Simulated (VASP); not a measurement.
# GaN in VASP: further runs

Runs on GaN. Level: LDA. Tasks: single point.

All numbers are computed with VASP 6.6.1; they aren't measurements. Logs are shortened: lines on timing, memory, paths and dates and some standing lists are left out, and cuts for length are marked.

### 1 The cell of the first run

Symmetry: Pmc2_1, No. 26, orthorhombic system. The conventional cell has a = 3.152 Å, b = 5.459 Å, c = 5.138 Å, α = 90.00°, β = 90.00°, γ = 90.00°. Ga (site symmetry m) has 4 N at 1.85 to 2.01 Å within 2.5 Å. Ga (site symmetry m) has 4 N at 1.80 to 1.99 Å within 2.4 Å. N (site symmetry m) has 4 Ga at 1.85 to 2.01 Å within 2.5 Å. N (site symmetry m) has 4 Ga at 1.80 to 1.94 Å within 2.4 Å.

### 2 Single point, LDA (atoms displaced along several vibrational modes)

INCAR reads:

```
PREC = Accurate
ENCUT = 520
EDIFF = 1E-7
ISMEAR = 0
SIGMA = 0.05
LREAL = F
LASPH = T
NELM = 80
ALGO = Normal
ISIF = 2
LWAVE = F
LCHARG = F
NBANDS = 46
```

KPOINTS reads:

```
Automatic mesh
0
Gamma
  8 6 6
```

POSCAR reads:

```
GaN
1.0
   -3.1515767111      0.0000000000      0.0000000000
    0.0000000000      0.0000000000     -5.1382481593
    0.0000000000     -5.4586909876      0.0000000000
Ga N
4 4
Direct
    0.5000000000      0.0010150958      0.1764551864
    0.0000000000     -0.0067284123      0.6568843366
    0.0000000000      0.4932715877      0.3431156634
    0.5000000000      0.5010150958      0.8235448136
    0.5000000000      0.6402123685      0.1681014125
    0.0000000000      0.6438057352      0.6652699862
    0.0000000000      0.1438057352      0.3347300138
    0.5000000000      0.1402123685      0.8318985875
```

Potentials or basis: VASP PAW LDA potentials, release 64 (Ga_d, N).

Run with:

```sh
cat potpaw_LDA.64/Ga_d/POTCAR potpaw_LDA.64/N/POTCAR > POTCAR
mpirun -np 1 vasp_std > vasp.out
```

OUTCAR:

```text
PREC = Accurate
   ENCUT = 520
   EDIFF = 1E-7
   ISMEAR = 0
   LREAL = F
   LASPH = T
   NELM = 80
   ISIF = 2

 ion  position               nearest neighbor table
   1  0.500  0.001  0.176-   5 1.85   7 1.94   7 1.94   8 2.01
   2  0.000  0.993  0.657-   6 1.80   7 1.92   8 1.99   8 1.99
   3  0.000  0.493  0.343-   7 1.80   6 1.92   5 1.99   5 1.99
   4  0.500  0.501  0.824-   8 1.85   6 1.94   6 1.94   5 2.01
   5  0.500  0.640  0.168-   1 1.85   3 1.99   3 1.99   4 2.01
   6  0.000  0.644  0.665-   2 1.80   3 1.92   4 1.94   4 1.94
   7  0.000  0.144  0.335-   3 1.80   2 1.92   1 1.94   1 1.94
   8  0.500  0.140  0.832-   4 1.85   2 1.99   2 1.99   1 2.01

  LATTYP: Found a simple orthorhombic cell.
 ALAT       =     3.1515767111
 B/A-ratio  =     1.6303738193
 C/A-ratio  =     1.7320508076

  Lattice vectors:

 A1 = (  -3.1515767111,   0.0000000000,   0.0000000000)
 A2 = (   0.0000000000,   0.0000000000,  -5.1382481593)
 A3 = (   0.0000000000,  -5.4586909876,   0.0000000000)

Analysis of symmetry for initial positions (statically):
=====================================================================
 Subroutine PRICEL returns:
 Original cell was already a primitive cell.

 Routine SETGRP: Setting up the symmetry group for a
 simple orthorhombic supercell.

 Subroutine GETGRP returns: Found  4 space group operations
 (whereof  2 operations were pure point group operations)
 out of a pool of  8 trial point group operations.

The static configuration has the point symmetry C_1h.
 The point group associated with its full space group is C_2v.

Analysis of symmetry for dynamics (positions and initial velocities):
=====================================================================
 Subroutine PRICEL returns:
 Original cell was already a primitive cell.

 Routine SETGRP: Setting up the symmetry group for a
 simple orthorhombic supercell.

 Subroutine GETGRP returns: Found  4 space group operations
 (whereof  2 operations were pure point group operations)
 out of a pool of  8 trial point group operations.

The dynamic configuration has the point symmetry C_1h.
 The point group associated with its full space group is C_2v.

 Subroutine INISYM returns: Found  4 space group operations
 (whereof  2 operations are pure point group operations),
 and found     1 'primitive' translations

----------------------------------------------------------------------------------------
[... 111 lines left out ...]
   ISIF   =      2    stress and relaxation
   ISYM   =      2    0-nonsym 1-usesym 2-fastsym
   POTIM  = 0.5000    time-step for ionic-motion
   TEBEG  =    0.0;   TEEND  =   0.0 temperature during run
   PSTRESS=    0.0 pullay stress
   NELECT =      72.0000    total number of electrons
   NUPDOWN=      -1.0000    fix difference up-down
   EMIN   =  10.00;   EMAX   =-10.00  energy-range for DOS
   EFERMI =   0.00;   METHOD = LEGACY
   ISMEAR =     0;   SIGMA  =   0.05  broadening in eV -4-tet -1-fermi 0-gaus
   EFERMI_NEDOS =   21; number of points for ismear=-14 and -15
   IALGO  =     38    algorithm
   IMIX   =      4    mixing-type and parameters
     AMIX     =   0.40;   BMIX     =  1.00
     AMIX_MAG =   1.60;   BMIX_MAG =  1.00
  volume/ion in A,a.u.               =      11.05        74.57
  Fermi-wavevector in a.u.,A,eV,Ry     =   1.528886  2.889176 31.803525  2.337493
  Thomas-Fermi vector in A             =   2.636583
   LORBIT       =      0    0 simple, 1 ext, 2 COOP (PROOUT), +10 PAW based schemes
   GGA     = CA    functional components
   LHFCALC =     F    Hartree Fock is set to
   AEXX    =    0.0000 exact exchange contribution
   IVDW    =     0    specifies the selected vdW correction
   LEPSILON=     F    determine dielectric tensor
   LRPA    =     F    only Hartree local field effects (RPA)
 non-spin polarized calculation
 Gauss-broadening in eV      SIGMA  =   0.05
  energy-cutoff  :      520.00
  volume of cell :       88.40
 maximum number of plane-waves:      2408
 NGX is ok and might be reduce to    24
   NGX = 11   NGY = 19   NGZ = 21

 number of electron      71.9999971 magnetization

 Free energy of the ion-electron system (eV)
  ---------------------------------------------------
  ext. energy  EPLUGINS =         0.00000000
  ---------------------------------------------------
  free energy    TOTEN  =       -55.28677899 eV

  energy without entropy =      -55.28677899  energy(sigma->0) =      -55.28677899

 E-fermi :   5.8687     XC(G=0): -12.2998

 val. band max:        5.5893391555   @ k =   0.0000   0.0000   0.0000
 cond. band min:       7.5474518064   @ k =   0.0000   0.0000   0.0000
 fundamental gap:      1.9581126508
 Fermi energy:         5.8687253772

 k-point     1 :       0.0000    0.0000    0.0000
  band No.  band energies     occupation
      1     -10.8688      2.00000
      2     -10.0737      2.00000
      3      -9.5060      2.00000
      4      -9.4692      2.00000
      5      -8.2299      2.00000
      6      -8.1657      2.00000
[... 1165 lines left out ...]
     45      15.1195      0.00000
     46      15.3002      0.00000

 [... further k-points ...]

------------------------ aborting loop because EDIFF is reached ----------------------------------------

  FORCE on cell =-STRESS in cart. coord.  units (eV):
  Direction    XX          YY          ZZ          XY          YZ          ZX
  --------------------------------------------------------------------------------------
  -------------------------------------------------------------------------------------
  Total       -1.4979998     -1.5356064      8.0809059      0.0000000      0.0000000      0.0000000
  in kB      -27.1513143    -27.8329361    146.4667911      0.0000000      0.0000000      0.0000000
  external PRESSURE =      30.4941802 kB  Pullay stress =       0.0000000 kB

 VOLUME and BASIS-vectors are now :
 -----------------------------------------------------------------------------
  energy-cutoff  :      520.00
  volume of cell :       88.40
      direct lattice vectors                 reciprocal lattice vectors
    -3.151576711  0.000000000  0.000000000    -0.317301494  0.000000000  0.000000000
     0.000000000  0.000000000 -5.138248159     0.000000000  0.000000000 -0.194618860
     0.000000000 -5.458690988  0.000000000     0.000000000 -0.183194103  0.000000000

 POSITION                                       TOTAL-FORCE (eV/Angst)
 -----------------------------------------------------------------------------------
     -1.57579     -0.96321     -0.00522         0.000000      1.176253     -1.057235
      0.00000     -3.58573     -5.10368         0.000000     -1.217163     -2.616401
      0.00000     -1.87296     -2.53455         0.000000      1.217163     -2.616401
     -1.57579     -4.49548     -2.57434         0.000000     -1.176253     -1.057235
     -1.57579     -0.91761     -3.28957         0.000000     -0.050186      1.501518
      0.00000     -3.63150     -3.30803         0.000000     -0.068054      2.172118
      0.00000     -1.82719     -0.73891         0.000000      0.068054      2.172118
     -1.57579     -4.54108     -0.72045         0.000000      0.050186      1.501518
 -----------------------------------------------------------------------------------
    total drift:                               -0.000000     -0.000004     -0.000571

  FREE ENERGIE OF THE ION-ELECTRON SYSTEM (eV)
  ---------------------------------------------------
  free  energy   TOTEN  =       -55.2867789885 eV

  energy  without entropy=      -55.2867789885  energy(sigma->0) =      -55.28677899
```

OSZICAR:

```text
N       E                     dE             d eps       ncg     rms          rms(c)
DAV:   1     0.805147025461E+03    0.80515E+03   -0.32736E+04  8226   0.295E+03
DAV:   2     0.993089471701E+02   -0.70584E+03   -0.66885E+03  7576   0.723E+02
DAV:   3    -0.517732564754E+02   -0.15108E+03   -0.14649E+03  8412   0.222E+02
DAV:   4    -0.633784555492E+02   -0.11605E+02   -0.11479E+02  9154   0.642E+01
DAV:   5    -0.637691193419E+02   -0.39066E+00   -0.38983E+00  9346   0.119E+01    0.154E+01
DAV:   6    -0.552290636801E+02    0.85401E+01   -0.25365E+01 13954   0.589E+01    0.427E+00
DAV:   7    -0.554127321586E+02   -0.18367E+00   -0.39949E+00  8236   0.102E+01    0.369E+00
DAV:   8    -0.553148876137E+02    0.97845E-01   -0.44580E-01 11422   0.680E+00    0.949E-01
DAV:   9    -0.552857506036E+02    0.29137E-01   -0.12812E-01 11368   0.473E+00    0.411E-01
DAV:  10    -0.552867810448E+02   -0.10304E-02   -0.13576E-02  9112   0.956E-01    0.253E-01
DAV:  11    -0.552868579195E+02   -0.76875E-04   -0.83589E-04 10198   0.813E-01    0.703E-02
DAV:  12    -0.552867767574E+02    0.81162E-04   -0.32399E-04 11276   0.510E-01    0.366E-02
DAV:  13    -0.552867778372E+02   -0.10798E-05   -0.16752E-04 12572   0.139E-01    0.201E-02
DAV:  14    -0.552867802233E+02   -0.23861E-05   -0.27148E-05  8290   0.369E-02    0.179E-02
DAV:  15    -0.552867790712E+02    0.11520E-05   -0.31497E-06 10524   0.153E-01    0.766E-03
DAV:  16    -0.552867792621E+02   -0.19083E-06   -0.24668E-06 10750   0.393E-02    0.282E-03
DAV:  17    -0.552867790098E+02    0.25229E-06   -0.15093E-06  9492   0.556E-02    0.108E-03
DAV:  18    -0.552867789885E+02    0.21324E-07   -0.15097E-07  5206   0.156E-02
   1 F= -.55286779E+02 E0= -.55286779E+02  d E =-.270103E-17
```

Wall time 14 min (1 thread of Intel Xeon 8259CL, shared host); peak memory 0.33 GiB.

Results:

* Free energy: -55.2868 eV
* Pressure: 3.0 GPa
* Largest force: 2.886 eV/Å
* Band gap on the k mesh: 1.96 eV

Forces on the atoms (eV/Å):
```
Ga   0.000  1.176 -1.057
Ga   0.000 -1.217 -2.616
Ga   0.000  1.217 -2.616
Ga   0.000 -1.176 -1.057
N    0.000 -0.050  1.502
N    0.000 -0.068  2.172
N    0.000  0.068  2.172
N    0.000  0.050  1.502
```

Levels at points of the mesh, in eV from the valence-band top:
| k point | band 34 | band 35 | band 36 | band 37 | band 38 | band 39 |
| --- | --- | --- | --- | --- | --- | --- |
| (0.00, 0.00, 0.00) | -0.47 | -0.03 | 0.00 | 1.96 | 4.41 | 4.94 |
| (0.50, 0.00, 0.00) | -2.24 | -2.03 | -1.97 | 4.69 | 5.32 | 6.53 |
| (0.00, 0.50, 0.00) | -0.65 | -0.58 | -0.58 | 4.02 | 4.02 | 4.33 |
| (0.50, 0.50, 0.00) | -2.24 | -1.85 | -1.85 | 5.45 | 5.45 | 5.83 |
| (0.00, 0.00, 0.50) | -1.11 | -0.51 | -0.29 | 4.14 | 4.44 | 5.92 |
| (0.50, 0.00, 0.50) | -2.66 | -0.97 | -0.81 | 4.64 | 5.15 | 5.20 |
| (0.00, 0.50, 0.50) | -1.75 | -1.05 | -1.05 | 4.85 | 4.85 | 5.27 |
| (0.50, 0.50, 0.50) | -2.08 | -1.86 | -1.86 | 3.85 | 3.85 | 4.38 |

Caveat: the cell differs from its parent crystal (atoms displaced along several vibrational modes); the stress differs along the axes, from -3 to 15 GPa; forces of over 1 eV/Å act on the atoms, so gaps and moduli don't describe the material at rest.

### 3 Single point, LDA (atoms displaced along several vibrational modes)

INCAR reads:

```
PREC = Accurate
ENCUT = 520
EDIFF = 1E-6
ISMEAR = 0
SIGMA = 0.05
LREAL = False
LASPH = True
NELM = 100
ALGO = Normal
ISIF = 2
LWAVE = False
LCHARG = True
LELF = True
LVHAR = True
NBANDS = 46
```

KPOINTS is that of step 2.

POSCAR reads:

```
GaN
1.0
   -3.1515767111      0.0000000000      0.0000000000
    0.0000000000      0.0000000000     -5.1382481593
    0.0000000000     -5.4586909876      0.0000000000
Ga N
4 4
Direct
    0.5000000000      0.0055497487      0.1699253802
    0.0000000000      0.0029685794      0.6634017636
    0.0000000000      0.5029685794      0.3365982364
    0.5000000000      0.5055497487      0.8300746198
    0.5000000000      0.6059895479      0.1671195385
    0.0000000000      0.6071873368      0.6661757297
    0.0000000000      0.1071873368      0.3338242703
    0.5000000000      0.1059895479      0.8328804615
```

Potentials or basis: VASP PAW LDA potentials, release 64 (Ga_d, N).

Run with:

```sh
cat potpaw_LDA.64/Ga_d/POTCAR potpaw_LDA.64/N/POTCAR > POTCAR
mpirun -np 1 vasp_std > vasp.out
```

Run time: 12 min. Hardware: 1 thread of Intel Xeon 8259CL, shared host; peak memory 0.33 GiB.

It converged, with:

| Quantity | Value |
| --- | --- |
| Free energy | -55.5510 eV |
| Pressure | 2.5 GPa |
| Largest force | 1.250 eV/Å |
| Band gap on the k mesh | 2.04 eV |

Forces on the atoms (eV/Å):
```
Ga   0.000  0.523  1.135
Ga   0.000 -0.543  0.902
Ga   0.000  0.543  0.902
Ga   0.000 -0.523  1.135
N    0.000  0.028 -0.977
N    0.000 -0.052 -1.060
N    0.000  0.052 -1.060
N    0.000 -0.028 -0.977
```

Stress tensor (GPa, compression positive):
```
 5.97  0.00  0.00
 0.00  6.01  0.00
 0.00  0.00 -4.57
```

Levels at points of the mesh, in eV from the valence-band top:
```csv
k point,band 32,band 33,band 34,band 35,band 36,band 37,band 38,band 39,band 40,band 41
"(0.00, 0.00, 0.00)",-1.23,-1.18,-0.25,-0.25,0.00,2.04,4.07,4.79,5.56,5.92
"(0.50, 0.00, 0.00)",-4.12,-2.68,-2.64,-1.92,-1.77,5.78,5.99,6.61,6.69,7.64
"(0.00, 0.50, 0.00)",-1.88,-0.75,-0.75,-0.74,-0.74,4.25,4.25,4.35,4.35,7.38
"(0.50, 0.50, 0.00)",-3.86,-1.74,-1.74,-1.59,-1.59,5.64,5.64,5.77,5.77,7.95
"(0.00, 0.00, 0.50)",-2.23,-0.92,-0.83,-0.65,-0.60,4.22,4.33,5.72,5.76,7.31
"(0.50, 0.00, 0.50)",-3.07,-2.18,-2.09,-1.52,-1.45,4.69,4.88,5.50,5.60,5.83
"(0.00, 0.50, 0.50)",-2.18,-1.74,-1.74,-1.50,-1.50,5.14,5.14,5.29,5.29,7.42
"(0.50, 0.50, 0.50)",-2.32,-1.96,-1.96,-1.80,-1.80,4.24,4.24,4.41,4.41,7.33
```

Caveat: the cell differs from its parent crystal (atoms displaced along several vibrational modes); the stress differs along the axes, from -5 to 6 GPa; forces of over 1 eV/Å act on the atoms, so gaps and moduli don't describe the material at rest.

### 4 Single point, LDA (atoms displaced along several vibrational modes)

INCAR reads:

```
SYSTEM = GaN
  ALGO = Normal
  EDIFF = 1E-6
  ENCUT = 520
  ISIF = 2
  ISMEAR = 0
  LASPH = .TRUE.
  LCHARG = .FALSE.
  LREAL = .FALSE.
  LWAVE = .FALSE.
  NBANDS = 46
  NELM = 80
  PREC = Accurate
  SIGMA = 0.05
```

KPOINTS reads:

```
k-points
0
G
  8 6 6
  0 0 0
```

POSCAR reads:

```
GaN
1.0
   -3.1515767111      0.0000000000      0.0000000000
    0.0000000000      0.0000000000     -5.1382481593
    0.0000000000     -5.4586909876      0.0000000000
Ga N
4 4
Direct
    0.5000000000     -0.0019652256      0.1666689861
    0.0000000000     -0.0019652256      0.6666689861
    0.0000000000      0.4980347744      0.3333310139
    0.5000000000      0.4980347744      0.8333310139
    0.5000000000      0.6375717447      0.1666809307
    0.0000000000      0.6375717447      0.6666809307
    0.0000000000      0.1375717447      0.3333190693
    0.5000000000      0.1375717447      0.8333190693
```

Run with:

```sh
cat potpaw_LDA.64/Ga_d/POTCAR potpaw_LDA.64/N/POTCAR > POTCAR
mpirun -np 1 vasp_std > vasp.out
```

It took 2.7 min on 1 thread of Intel Xeon Platinum 8488C (Sapphire Rapids), shared host; peak memory 0.33 GiB.

It converged, with:

```
Free energy            : -55.6230 eV
Pressure               : 2.4 GPa
Largest force          : 1.288 eV/Å
Band gap on the k mesh : 2.05 eV
```

Forces on the atoms (eV/Å):
```
Ga   0.000  0.001 -1.288
Ga   0.000  0.001 -1.288
Ga   0.000 -0.001 -1.288
Ga   0.000 -0.001 -1.288
N    0.000  0.001  1.288
N    0.000  0.001  1.288
N    0.000 -0.001  1.288
N    0.000 -0.001  1.288
```

Stress tensor (GPa, compression positive):
```
-1.64  0.00  0.00
 0.00 -1.66  0.00
 0.00  0.00 10.49
```

Levels at points of the mesh, in eV from the valence-band top:
| k point | band 32 | band 33 | band 34 | band 35 | band 36 | band 37 | band 38 | band 39 | band 40 | band 41 |
| --- | --- | --- | --- | --- | --- | --- | --- | --- | --- | --- |
| (0.00, 0.00, 0.00) | -1.17 | -0.91 | -0.34 | 0.00 | 0.00 | 2.05 | 4.45 | 4.98 | 5.51 | 5.84 |
| (0.50, 0.00, 0.00) | -4.08 | -2.34 | -2.34 | -2.04 | -2.04 | 5.18 | 5.18 | 6.75 | 6.75 | 7.64 |
| (0.00, 0.50, 0.00) | -2.00 | -0.61 | -0.61 | -0.61 | -0.61 | 4.22 | 4.22 | 4.31 | 4.31 | 7.88 |
| (0.50, 0.50, 0.00) | -3.53 | -1.95 | -1.95 | -1.95 | -1.95 | 5.75 | 5.75 | 5.75 | 5.75 | 7.87 |
| (0.00, 0.00, 0.50) | -2.14 | -1.07 | -1.07 | -0.44 | -0.44 | 4.36 | 4.36 | 6.01 | 6.01 | 7.11 |
| (0.50, 0.00, 0.50) | -2.91 | -2.69 | -2.69 | -0.91 | -0.91 | 4.98 | 4.98 | 5.51 | 5.51 | 5.84 |
| (0.00, 0.50, 0.50) | -2.32 | -1.36 | -1.36 | -1.36 | -1.36 | 5.15 | 5.15 | 5.15 | 5.15 | 7.67 |
| (0.50, 0.50, 0.50) | -2.23 | -2.00 | -2.00 | -2.00 | -2.00 | 4.22 | 4.22 | 4.22 | 4.22 | 7.88 |

Caveat: the cell differs from its parent crystal (atoms displaced along several vibrational modes); the stress differs along the axes, from -2 to 10 GPa; forces of over 1 eV/Å act on the atoms, so gaps and moduli don't describe the material at rest.

### 5 Overview

| cell | gap on the mesh (eV) | pressure (GPa) | largest force (eV/Å) |
| --- | --- | --- | --- |
| as given, atomic positions A | 1.96 | 3.0 | 2.89 |
| as given, atomic positions B | 2.04 | 2.5 | 1.25 |
| as given, atomic positions C | 2.05 | 2.4 | 1.29 |

Alike in all rows: task single point; level LDA; potentials or basis VASP PAW LDA potentials, release 64 (Ga_d, N); no spin polarisation; k mesh 8 × 6 × 6; cutoff (eV) 520; smearing gaussian 0.05 eV.

Caveats: forces of over 1 eV/Å act on the atoms, so gaps and moduli don't describe the material at rest; the stress differs along the axes, from -3 to 15 GPa (at least some runs); the stress differs along the axes, from -5 to 6 GPa (at least some runs); the stress differs along the axes, from -2 to 10 GPa (at least some runs).

Absolute energies hang on the potentials; compare differences alone.
